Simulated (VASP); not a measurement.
# ZnS (P3m1) in VASP: a series of runs, part 2 of 2

VASP 6.6.1. Earlier steps stand in the parts before.

**3. Single point, PBE (atom 1 (Zn) moved by (+0.000, +0.600) A along x and z)**

INCAR reads:

```
SYSTEM = ZnS
ALGO     = Normal         ! electronic algorithm
EDIFF    = 1E-7           ! SCF threshold, eV
ENCUT    = 520            ! plane-wave cutoff, eV
GGA      = PE             ! functional
ISIF     = 2              ! what is computed and relaxed
ISMEAR   = -1             ! smearing method
LASPH    = .TRUE.         ! aspherical terms in the spheres
LCHARG   = .FALSE.        ! write CHGCAR
LREAL    = .FALSE.        ! projectors in reciprocal space
LWAVE    = .FALSE.        ! write WAVECAR
NBANDS   = 26             ! bands
NELM     = 80             ! most SCF steps
PREC     = Accurate       ! precision mode
SIGMA    = 0.02           ! smearing width, eV
```

KPOINTS reads:

```
k-points
0
G
  12 12 6
  0 0 0
```

POSCAR reads:

```
ZnS
1.0
    3.8109987816      0.0000000000      0.0000000000
   -1.9054993908      3.3004217586      0.0000000000
    0.0000000000      0.0000000000      6.2340000000
Zn S
2 2
Direct
    0.3333333333      0.6666666667      0.0962463908
    0.6666666667      0.3333333333      0.5000000000
    0.3333333333      0.6666666667      0.3850000000
    0.6666666667      0.3333333333      0.8850000000
```

Potentials or basis: VASP PAW PBE potentials, release 64 (Zn, S).

The run is started by

```
> cat potpaw_PBE.64/Zn/POTCAR potpaw_PBE.64/S/POTCAR > POTCAR
> mpirun -np 1 vasp_std > vasp.out
```

OUTCAR:

```text
SYSTEM = ZnS
   EDIFF = 1E-7
   ENCUT = 520
   GGA = PE
   ISIF = 2
   ISMEAR = -1
   LASPH = .TRUE.
   LREAL = .FALSE.
   NELM = 80
   PREC = Accurate

 ion  position               nearest neighbor table
   1  0.333  0.667  0.096-   3 1.80   4 2.56   4 2.56   4 2.56
   2  0.667  0.333  0.500-   3 2.31   3 2.31   3 2.31   4 2.40
   3  0.333  0.667  0.385-   1 1.80   2 2.31   2 2.31   2 2.31
   4  0.667  0.333  0.885-   2 2.40   1 2.56   1 2.56   1 2.56

  LATTYP: Found a hexagonal cell.
 ALAT       =     3.8109987816
 C/A-ratio  =     1.6357916539

  Lattice vectors:

 A1 = (   3.8109987816,   0.0000000000,   0.0000000000)
 A2 = (  -1.9054993908,   3.3004217586,   0.0000000000)
 A3 = (   0.0000000000,   0.0000000000,   6.2340000000)

Analysis of symmetry for initial positions (statically):
=====================================================================
 Subroutine PRICEL returns:
 Original cell was already a primitive cell.

 Routine SETGRP: Setting up the symmetry group for a
 hexagonal supercell.

 Subroutine GETGRP returns: Found  6 space group operations
 (whereof  6 operations were pure point group operations)
 out of a pool of 24 trial point group operations.
[... 161 lines left out ...]
  ---------------------------------------------------
  free energy    TOTEN  =       -11.20954988 eV

  energy without entropy =      -11.20954988  energy(sigma->0) =      -11.20954988

 E-fermi :   3.2604     XC(G=0):  -9.6471

 val. band max:        2.8349886655   @ k =   0.0000   0.0000   0.0000
 cond. band min:       4.0512082243   @ k =   0.0000   0.0000   0.0000
 fundamental gap:      1.2162195587
 Fermi energy:         3.2604052087

 k-point     1 :       0.0000    0.0000    0.0000
  band No.  band energies     occupation
      1     -12.3798      2.00000
      2      -9.1586      2.00000
      3      -5.6000      2.00000
      4      -5.1092      2.00000
      5      -5.1092      2.00000
      6      -4.4617      2.00000
[... 685 lines left out ...]
     25      10.1427      0.00000
     26      10.8544      0.00000

 [... further k-points ...]
[... 5 lines left out ...]
  --------------------------------------------------------------------------------------
  -------------------------------------------------------------------------------------
  Total        0.4011964      0.4011964     17.4969629      0.0000000      0.0000000      0.0000000
  in kB        8.1977097      8.1977097    357.5182403      0.0000000      0.0000000      0.0000000
  external PRESSURE =     124.6378866 kB  Pullay stress =       0.0000000 kB

 VOLUME and BASIS-vectors are now :
 -----------------------------------------------------------------------------
  energy-cutoff  :      520.00
  volume of cell :       78.41
      direct lattice vectors                 reciprocal lattice vectors
     3.810998782  0.000000000  0.000000000     0.262398405  0.151495789  0.000000000
    -1.905499391  3.300421759  0.000000000     0.000000000  0.302991579  0.000000000
     0.000000000  0.000000000  6.234000000     0.000000000  0.000000000  0.160410651

 POSITION                                       TOTAL-FORCE (eV/Angst)
 -----------------------------------------------------------------------------------
     -0.00000      2.20028      0.60000        -0.000000     -0.000000    -12.946831
      1.90550      1.10014      3.11700         0.000000      0.000000      1.523243
     -0.00000      2.20028      2.40009         0.000000      0.000000     10.468973
      1.90550      1.10014      5.51709         0.000000      0.000000      0.954615
 -----------------------------------------------------------------------------------
    total drift:                               -0.000003      0.000000      0.001367

  FREE ENERGIE OF THE ION-ELECTRON SYSTEM (eV)
  ---------------------------------------------------
  free  energy   TOTEN  =       -11.2095498755 eV

  energy  without entropy=      -11.2095498755  energy(sigma->0) =      -11.20954988
```

OSZICAR:

```text
N       E                     dE             d eps       ncg     rms          rms(c)
DAV:   1     0.251268318497E+03    0.25127E+03   -0.17172E+04  5200   0.168E+03
DAV:   2     0.132114515901E+02   -0.23806E+03   -0.22754E+03  5386   0.353E+02
DAV:   3    -0.118903654718E+02   -0.25102E+02   -0.24855E+02  6162   0.115E+02
DAV:   4    -0.125206618287E+02   -0.63030E+00   -0.62887E+00  6072   0.183E+01
DAV:   5    -0.125307360533E+02   -0.10074E-01   -0.10072E-01  6290   0.227E+00    0.133E+01
DAV:   6    -0.112691834180E+02    0.12616E+01   -0.23926E+00  7114   0.448E+01    0.962E+00
DAV:   7    -0.112213756683E+02    0.47808E-01   -0.18204E+00  5798   0.123E+01    0.418E+00
DAV:   8    -0.112122022607E+02    0.91734E-02   -0.20111E-01  6432   0.884E+00    0.151E+00
DAV:   9    -0.112084654925E+02    0.37368E-02   -0.34250E-02  6580   0.674E+00    0.356E-01
DAV:  10    -0.112091573558E+02   -0.69186E-03   -0.10445E-02  7276   0.230E+00    0.256E-01
DAV:  11    -0.112095150304E+02   -0.35767E-03   -0.20875E-03  6030   0.613E-01    0.935E-02
DAV:  12    -0.112095329407E+02   -0.17910E-04   -0.59230E-04  6294   0.630E-01    0.275E-02
DAV:  13    -0.112095460530E+02   -0.13112E-04   -0.10273E-04  5966   0.119E-01    0.169E-02
DAV:  14    -0.112095493643E+02   -0.33114E-05   -0.10842E-05  5904   0.729E-02    0.615E-03
DAV:  15    -0.112095497056E+02   -0.34122E-06   -0.38643E-06  6244   0.303E-02    0.172E-03
DAV:  16    -0.112095498616E+02   -0.15604E-06   -0.67609E-07  6280   0.126E-02    0.138E-03
DAV:  17    -0.112095498755E+02   -0.13928E-07   -0.12348E-07  3938   0.557E-03
   1 F= -.11209550E+02 E0= -.11209550E+02  d E =-.208843E-11
```

stdout:

```text
POSCAR found type information on POSCAR ZnS
 POSCAR found :  2 types and       4 ions
 scaLAPACK will be used
 LDA part: xc-table for (Slater+PW92), standard interpolation
 POSCAR, INCAR and KPOINTS ok, starting setup
 FFT: planning ... GRIDC
 FFT: planning ... GRID_SOFT
 FFT: planning ... GRID
 WAVECAR not read
 entering main loop
```

Wall time 75 s (1 thread of Intel Xeon 6975P-C (Granite Rapids), shared host); peak memory 0.3 GiB.

Results:

- Free energy: -11.2095 eV
- Pressure: 12.5 GPa
- Largest force: 12.947 eV/Å
- Band gap on the k mesh: 1.22 eV

Forces on the atoms (eV/Å):
```
Zn    0.000   0.000 -12.947
Zn    0.000   0.000   1.523
S     0.000   0.000  10.469
S     0.000   0.000   0.955
```

Stress tensor (GPa, compression positive):
```
 0.82  0.00  0.00
 0.00  0.82  0.00
 0.00  0.00 35.75
```

Caveat: the cell differs from its parent crystal (atom 1 (Zn) moved by (+0.000, +0.600) A along x and z); the cell stands under pressure; forces of over 1 eV/Å act on the atoms, so gaps and moduli don't describe the material at rest.

**4. Single point, PBE (atom 1 (Zn) moved by (+0.000, -0.300) A along x and z)**

INCAR reads:

```
PREC = Accurate ; ENCUT = 520
EDIFF = 1E-7 ; ISMEAR = -1
SIGMA = 0.02 ; LREAL = F
LASPH = T ; NELM = 80
ALGO = Normal ; ISIF = 2
LWAVE = F ; LCHARG = F
GGA = PE ; NBANDS = 26
```

KPOINTS reads:

```
Automatic mesh
0
Gamma
  12 12 6
```

POSCAR: that of step 3 with these lines changed.

```diff
@@ -8,3 +8,3 @@
 Direct
-    0.3333333333      0.6666666667      0.0962463908
+    0.3333333333      0.6666666667     -0.0481231954
     0.6666666667      0.3333333333      0.5000000000
```

The run is started by

```
> cat potpaw_PBE.64/Zn/POTCAR potpaw_PBE.64/S/POTCAR > POTCAR
> mpirun -np 1 vasp_std > vasp.out
```

Wall time 66 s (1 thread of Intel Xeon 6975P-C (Granite Rapids), shared host); peak memory 0.3 GiB.

The run converged. Its results:

```
Free energy            : -13.3785 eV
Pressure               : 3.9 GPa
Largest force          : 1.238 eV/Å
Band gap on the k mesh : 2.00 eV
```

Forces in eV/Å, atoms in the order of the input:
```
Zn   0.000  0.000  1.238
Zn   0.000  0.000 -0.177
S    0.000  0.000 -0.561
S    0.000  0.000 -0.499
```

Stress tensor (GPa, compression positive):
```
5.60 0.00 0.00
0.00 5.60 0.00
0.00 0.00 0.53
```

Levels at points of the mesh, in eV from the valence-band top:
```
           k point  band 14  band 15  band 16  band 17  band 18  band 19  band 20  band 21  band 22  band 23
(0.00, 0.00, 0.00)    -1.11    -1.11    -0.06     0.00     0.00     2.01     2.84     6.00     6.00     6.77
(0.50, 0.00, 0.00)    -4.37    -2.99    -2.64    -1.39    -1.12     3.21     4.30     5.04     7.21     7.48
(0.00, 0.00, 0.50)    -2.26    -0.98    -0.98    -0.15    -0.15     2.82     3.70     6.12     6.12     6.57
(0.50, 0.00, 0.50)    -4.77    -2.44    -1.69    -1.39    -1.13     3.37     3.64     4.60     5.13     8.92
```

Caveat: the cell differs from its parent crystal (atom 1 (Zn) moved by (+0.000, -0.300) A along x and z); the cell stands under pressure; forces of over 1 eV/Å act on the atoms, so gaps and moduli don't describe the material at rest. A k mesh can miss the band edges.

**5. Single point, PBE (atom 1 (Zn) moved by (+0.000, +0.300) A along x and z)**

INCAR reads:

```
ALGO = Normal
EDIFF = 1E-6
ENCUT = 520
GGA = PE
ISIF = 2
ISMEAR = -1
LASPH = T
LCHARG = F
LREAL = F
LWAVE = F
NBANDS = 26
NELM = 60
PREC = Accurate
SIGMA = 0.02
```

KPOINTS reads:

```
k-points
0
Gamma
  12 12 6
```

POSCAR: that of step 4 with these lines changed.

```diff
@@ -8,3 +8,3 @@
 Direct
-    0.3333333333      0.6666666667     -0.0481231954
+    0.3333333333      0.6666666667      0.0481231954
     0.6666666667      0.3333333333      0.5000000000
```

Potentials or basis: VASP PAW PBE potentials, release 64 (Zn, S).

The run is started by

```
> cat potpaw_PBE.64/Zn/POTCAR potpaw_PBE.64/S/POTCAR > POTCAR
> mpirun -np 1 vasp_std > vasp.out
```

OUTCAR:

```text
EDIFF = 1E-6
   ENCUT = 520
   GGA = PE
   ISIF = 2
   ISMEAR = -1
   LASPH = T
   LREAL = F
   NELM = 60
   PREC = Accurate

 ion  position               nearest neighbor table
   1  0.333  0.667  0.048-   3 2.10   4 2.42   4 2.42   4 2.42
   2  0.667  0.333  0.500-   3 2.31   3 2.31   3 2.31   4 2.40
   3  0.333  0.667  0.385-   1 2.10   2 2.31   2 2.31   2 2.31
   4  0.667  0.333  0.885-   2 2.40   1 2.42   1 2.42   1 2.42

  LATTYP: Found a hexagonal cell.
 ALAT       =     3.8109987816
[... 885 lines left out ...]
     25      10.3963      0.00000
     26      10.5907      0.00000

 [... further k-points ...]
[... 5 lines left out ...]
  --------------------------------------------------------------------------------------
  -------------------------------------------------------------------------------------
  Total        0.6298972      0.6298972      4.0683648      0.0000000      0.0000000      0.0000000
  in kB       12.8707902     12.8707902     83.1295481      0.0000000      0.0000000      0.0000000
  external PRESSURE =      36.2903762 kB  Pullay stress =       0.0000000 kB

 VOLUME and BASIS-vectors are now :
 -----------------------------------------------------------------------------
  energy-cutoff  :      520.00
  volume of cell :       78.41
      direct lattice vectors                 reciprocal lattice vectors
     3.810998782  0.000000000  0.000000000     0.262398405  0.151495789  0.000000000
    -1.905499391  3.300421759  0.000000000     0.000000000  0.302991579  0.000000000
     0.000000000  0.000000000  6.234000000     0.000000000  0.000000000  0.160410651

 POSITION                                       TOTAL-FORCE (eV/Angst)
 -----------------------------------------------------------------------------------
     -0.00000      2.20028      0.30000        -0.000000     -0.000000     -3.034347
      1.90550      1.10014      3.11700         0.000000     -0.000000      0.891258
     -0.00000      2.20028      2.40009         0.000000      0.000000      1.862743
      1.90550      1.10014      5.51709         0.000000      0.000000      0.280346
 -----------------------------------------------------------------------------------
    total drift:                               -0.000002      0.000001     -0.000197

  FREE ENERGIE OF THE ION-ELECTRON SYSTEM (eV)
  ---------------------------------------------------
  free  energy   TOTEN  =       -13.3361726186 eV

  energy  without entropy=      -13.3361726186  energy(sigma->0) =      -13.33617262
```

stdout:

```text
POSCAR found type information on POSCAR ZnS
 POSCAR found :  2 types and       4 ions
 scaLAPACK will be used
 LDA part: xc-table for (Slater+PW92), standard interpolation
 POSCAR, INCAR and KPOINTS ok, starting setup
 FFT: planning ... GRIDC
 FFT: planning ... GRID_SOFT
 FFT: planning ... GRID
 WAVECAR not read
 entering main loop
```

It took 67 s on 1 thread of Intel Xeon 6975P-C (Granite Rapids), shared host; peak memory 0.3 GiB.

What came out:

| Quantity | Value |
| --- | --- |
| Free energy | -13.3362 eV |
| Pressure | 3.6 GPa |
| Largest force | 3.034 eV/Å |
| Band gap on the k mesh | 1.87 eV |

Forces in eV/Å, atoms in the order of the input:
```
Zn   0.000  0.000 -3.034
Zn   0.000  0.000  0.891
S    0.000  0.000  1.863
S    0.000  0.000  0.280
```

Stress tensor (GPa, compression positive):
```
1.29 0.00 0.00
0.00 1.29 0.00
0.00 0.00 8.31
```

Caveat: the cell differs from its parent crystal (atom 1 (Zn) moved by (+0.000, +0.300) A along x and z); the cell stands under pressure; forces of over 1 eV/Å act on the atoms, so gaps and moduli don't describe the material at rest. A k mesh can miss the band edges.

**6. The runs side by side**

```tsv
cell	gap on the mesh (eV)	pressure (GPa)	largest force (eV/Å)
as given, atomic positions A	1.61	5.5	0.85
as given, atomic positions B	1.22	12.5	12.95
as given, atomic positions C	2.00	3.9	1.24
as given, atomic positions D	1.87	3.6	3.03
```

Alike in all rows: task single point; level PBE; potentials or basis VASP PAW PBE potentials, release 64 (Zn, S); no spin polarisation; k mesh 12 × 12 × 6; cutoff (eV) 520; smearing fermi-dirac 0.02 eV.

Caveats: the cell stands under pressure; forces of over 1 eV/Å act on the atoms, so gaps and moduli don't describe the material at rest (at least some runs).

Total energies depend on the potentials used, so only differences within one code and one set of settings carry meaning.
